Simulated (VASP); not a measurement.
# BaS (Fm-3m) in VASP: single point with PBEsol

Aim: the single point of BaS with PBEsol.

All numbers are computed with VASP 6.6.1; they aren't measurements. Logs are shortened: lines on timing, memory, paths and dates and some standing lists are left out, and cuts for length are marked.

## (1) The cell of the first run

The structure is cubic, space group Fm-3m (No. 225). The conventional cell has a = 6.513 Å, b = 6.513 Å, c = 6.513 Å, α = 90.00°, β = 90.00°, γ = 90.00°. Within 4.3 Å of Ba (site symmetry m-3m) lie 6 S at 3.26 Å. S (site symmetry m-3m) has 6 Ba at 3.26 Å within 4.3 Å.

## (2) Single point, PBEsol (34.53 Å³/atom)

File INCAR:

```
PREC = Accurate
ENCUT = 520
EDIFF = 1E-6
ISMEAR = -1
SIGMA = 0.02
LREAL = False
LASPH = True
NELM = 60
ALGO = Normal
ISIF = 2
LWAVE = False
LCHARG = False
GGA = PS
NBANDS = 15
```

File KPOINTS:

```
Automatic mesh
0
Gamma
  8 8 8
```

File POSCAR:

```
BaS
1.0
    0.0000000000      3.2563884516      3.2563884516
    3.2563884516      0.0000000000      3.2563884516
    3.2563884516      3.2563884516      0.0000000000
Ba S
1 1
Direct
    0.0000000000      0.0000000000      0.0000000000
    0.5000000000      0.5000000000      0.5000000000
```

Potentials or basis: VASP PAW PBE potentials, release 64 (Ba_sv, S).

Launch:

```sh
cat potpaw_PBE.64/Ba_sv/POTCAR potpaw_PBE.64/S/POTCAR > POTCAR
mpirun -np 1 vasp_std > vasp.out
```

OUTCAR:

```text
PREC = Accurate
   ENCUT = 520
   EDIFF = 1E-6
   ISMEAR = -1
   LREAL = False
   LASPH = True
   NELM = 60
   ISIF = 2
   GGA = PS

 ion  position               nearest neighbor table
   1  0.000  0.000  0.000-   2 3.26   2 3.26   2 3.26   2 3.26   2 3.26   2 3.26
   2  0.500  0.500  0.500-   1 3.26   1 3.26   1 3.26   1 3.26   1 3.26   1 3.26

  LATTYP: Found a face centered cubic cell.
 ALAT       =     6.5127769032

  Lattice vectors:

 A1 = (   0.0000000000,   3.2563884516,   3.2563884516)
 A2 = (   3.2563884516,   0.0000000000,   3.2563884516)
 A3 = (   3.2563884516,   3.2563884516,   0.0000000000)

Analysis of symmetry for initial positions (statically):
=====================================================================
 Subroutine PRICEL returns:
 Original cell was already a primitive cell.

 Routine SETGRP: Setting up the symmetry group for a
 face centered cubic supercell.

 Subroutine GETGRP returns: Found 48 space group operations
 (whereof 48 operations were pure point group operations)
 out of a pool of 48 trial point group operations.

The static configuration has the point symmetry O_h .

Analysis of symmetry for dynamics (positions and initial velocities):
=====================================================================
 Subroutine PRICEL returns:
 Original cell was already a primitive cell.

 Routine SETGRP: Setting up the symmetry group for a
 face centered cubic supercell.

 Subroutine GETGRP returns: Found 48 space group operations
 (whereof 48 operations were pure point group operations)
 out of a pool of 48 trial point group operations.

The dynamic configuration has the point symmetry O_h .

 Subroutine INISYM returns: Found 48 space group operations
 (whereof 48 operations are pure point group operations),
 and found     1 'primitive' translations

----------------------------------------------------------------------------------------

                                     Primitive cell

  volume of cell :      69.0619

  direct lattice vectors                    reciprocal lattice vectors
     0.000000000  3.256388452  3.256388452    -0.153544335  0.153544335  0.153544335
     3.256388452  0.000000000  3.256388452     0.153544335 -0.153544335  0.153544335
     3.256388452  3.256388452  0.000000000     0.153544335  0.153544335 -0.153544335

  length of vectors
     4.605228713  4.605228713  4.605228713     0.265946590  0.265946590  0.265946590

  position of ions in fractional coordinates (direct lattice)
[... 88 lines left out ...]
   TEBEG  =    0.0;   TEEND  =   0.0 temperature during run
   PSTRESS=    0.0 pullay stress
   NELECT =      16.0000    total number of electrons
   NUPDOWN=      -1.0000    fix difference up-down
   EMIN   =  10.00;   EMAX   =-10.00  energy-range for DOS
   EFERMI =   0.00;   METHOD = LEGACY
   ISMEAR =    -1;   SIGMA  =   0.02  broadening in eV -4-tet -1-fermi 0-gaus
   EFERMI_NEDOS =   21; number of points for ismear=-14 and -15
   IALGO  =     38    algorithm
   IMIX   =      4    mixing-type and parameters
     AMIX     =   0.40;   BMIX     =  1.00
     AMIX_MAG =   1.60;   BMIX_MAG =  1.00
  volume/ion in A,a.u.               =      34.53       233.03
  Fermi-wavevector in a.u.,A,eV,Ry     =   1.005469  1.900061 13.755049  1.010968
  Thomas-Fermi vector in A             =   2.138150
   LORBIT       =      0    0 simple, 1 ext, 2 COOP (PROOUT), +10 PAW based schemes
   GGA     = PS    functional components
   LHFCALC =     F    Hartree Fock is set to
   AEXX    =    0.0000 exact exchange contribution
   IVDW    =     0    specifies the selected vdW correction
   LEPSILON=     F    determine dielectric tensor
   LRPA    =     F    only Hartree local field effects (RPA)
 non-spin polarized calculation
  energy-cutoff  :      520.00
  volume of cell :       69.06
 maximum number of plane-waves:      1880
 NGX is ok and might be reduce to    36
   NGX = 17   NGY = 17   NGZ = 17

 number of electron      16.0000000 magnetization

 Free energy of the ion-electron system (eV)
  ---------------------------------------------------
  ext. energy  EPLUGINS =         0.00000000
  ---------------------------------------------------
  free energy    TOTEN  =       -10.67697614 eV

  energy without entropy =      -10.67697614  energy(sigma->0) =      -10.67697614

 E-fermi :   1.4941     XC(G=0):  -8.5819

 val. band max:        1.0506147905   @ k =   0.0000   0.0000   0.0000
 cond. band min:       3.1284106891   @ k =   0.5000   0.5000   0.0000
 fundamental gap:      2.0777958987
 Fermi energy:         1.4941213364

 k-point     1 :       0.0000    0.0000    0.0000
  band No.  band energies     occupation
      1     -25.1727      2.00000
      2     -10.2188      2.00000
      3     -10.2188      2.00000
      4     -10.2188      2.00000
      5      -9.2139      2.00000
      6       1.0506      2.00000
      7       1.0506      2.00000
      8       1.0506      2.00000
      9       4.1895      0.00000
     10       4.8256      0.00000
     11       4.8256      0.00000
     12       4.8256      0.00000
     13       5.7166      0.00000
     14       5.7166      0.00000
[... 401 lines left out ...]
      2     -10.9611      2.00000
      3     -10.3800      2.00000
      4     -10.3060      2.00000
      5      -8.4439      2.00000
      6      -0.3893      2.00000
      7       0.2345      2.00000
      8       0.2862      2.00000
      9       5.5432      0.00000
     10       5.7243      0.00000
     11       7.4238      0.00000
     12       7.5470      0.00000
     13       8.5152      0.00000
     14       9.4252      0.00000
     15       9.9334      0.00000

 [... further k-points ...]

------------------------ aborting loop because EDIFF is reached ----------------------------------------

  FORCE on cell =-STRESS in cart. coord.  units (eV):
  Direction    XX          YY          ZZ          XY          YZ          ZX
  --------------------------------------------------------------------------------------
  -------------------------------------------------------------------------------------
  Total       -1.1859312     -1.1859312     -1.1859312      0.0000000     -0.0000000      0.0000000
  in kB      -27.5125883    -27.5125883    -27.5125883      0.0000000     -0.0000000      0.0000000
  external PRESSURE =     -27.5125883 kB  Pullay stress =       0.0000000 kB

 VOLUME and BASIS-vectors are now :
 -----------------------------------------------------------------------------
  energy-cutoff  :      520.00
  volume of cell :       69.06
      direct lattice vectors                 reciprocal lattice vectors
     0.000000000  3.256388452  3.256388452    -0.153544335  0.153544335  0.153544335
     3.256388452  0.000000000  3.256388452     0.153544335 -0.153544335  0.153544335
     3.256388452  3.256388452  0.000000000     0.153544335  0.153544335 -0.153544335

 POSITION                                       TOTAL-FORCE (eV/Angst)
 -----------------------------------------------------------------------------------
      0.00000      0.00000      0.00000         0.000000     -0.000000     -0.000000
      3.25639      3.25639      3.25639        -0.000000      0.000000      0.000000
 -----------------------------------------------------------------------------------
    total drift:                                0.000000      0.000000      0.000000

  FREE ENERGIE OF THE ION-ELECTRON SYSTEM (eV)
  ---------------------------------------------------
  free  energy   TOTEN  =       -10.6769761386 eV

  energy  without entropy=      -10.6769761386  energy(sigma->0) =      -10.67697614
```

stdout:

```text
POSCAR found type information on POSCAR BaS
 POSCAR found :  2 types and       2 ions
 scaLAPACK will be used
 -----------------------------------------------------------------------------
|                                                                             |
|                                                                             |
|     You enforced a specific xc type in the INCAR file but a different       |
|     I HOPE YOU KNOW WHAT YOU ARE DOING!                                     |
|                                                                             |
 -----------------------------------------------------------------------------

 LDA part: xc-table for (Slater+PW92), standard interpolation
 POSCAR, INCAR and KPOINTS ok, starting setup
 FFT: planning ... GRIDC
 FFT: planning ... GRID_SOFT
 FFT: planning ... GRID
 WAVECAR not read
 entering main loop
```

Wall time 52 s (1 thread of Intel Xeon 8259CL, shared host); peak memory 0.21 GiB.

Results:

```
Free energy            : -10.6770 eV
Pressure               : -2.8 GPa
Band gap on the k mesh : 2.08 eV (least direct gap 2.25 eV)
```

Levels at points of the mesh, in eV from the valence-band top:
| k point | band 6 | band 7 | band 8 | band 9 | band 10 | band 11 |
| --- | --- | --- | --- | --- | --- | --- |
| (0.00, 0.00, 0.00) | 0.00 | 0.00 | 0.00 | 3.14 | 3.77 | 3.77 |
| (0.50, 0.00, 0.00) | -1.87 | -1.00 | -1.00 | 5.27 | 5.35 | 6.04 |
| (0.50, 0.50, 0.00) | -0.60 | -0.17 | -0.17 | 2.08 | 5.58 | 5.75 |

Caveat: the PAW data sets were made with another functional, which shifts forces and pressure a little; spin-orbit coupling is left out, which moves the levels of the heavy elements. A k mesh can miss the band edges.
